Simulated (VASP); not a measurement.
**Ru: single point with PBE**

Crystal: Ru.

```
Ru
1.0
     0.00000    1.86676    1.86676
     1.86676    0.00000    1.86676
     1.86676    1.86676    0.00000
Ru
1
Direct
  0.00000 0.00000 0.00000
```

This isn't the form of Ru at room conditions, which is hcp.

- Program: VASP 6.6.1
- Task: single point
- Functional: PBE
- Potentials or basis: VASP PAW PBE potentials, release 64 (Ru_pv)
- Cutoff: 520 eV
- k mesh: 49 × 49 × 49
- Occupations: fermi-dirac, width 0.0612256 eV
- Spin: no spin polarisation
- Dipole correction: no
- Further INCAR settings: ALGO = Normal; EDIFF = 1e-07; NBANDS = 13

The pressure is 21.8 GPa and the band gap on the k mesh is zero (bands 7 and 8 overlap by 3.82 eV).

Levels at points of the mesh, in eV from the Fermi level:
```
           k point  band 3  band 4  band 5  band 6  band 7  band 8  band 9  band 10  band 11  band 12
(0.00, 0.00, 0.00)  -42.43   -8.15   -2.75   -2.75   -2.75   -0.13   -0.13    10.50    15.02    21.01
```

It took 9.1 min on 1 thread of Intel Xeon 8259CL, with other jobs on the host, peak memory 0.54 GiB.

Caveat: the cell stands under pressure.
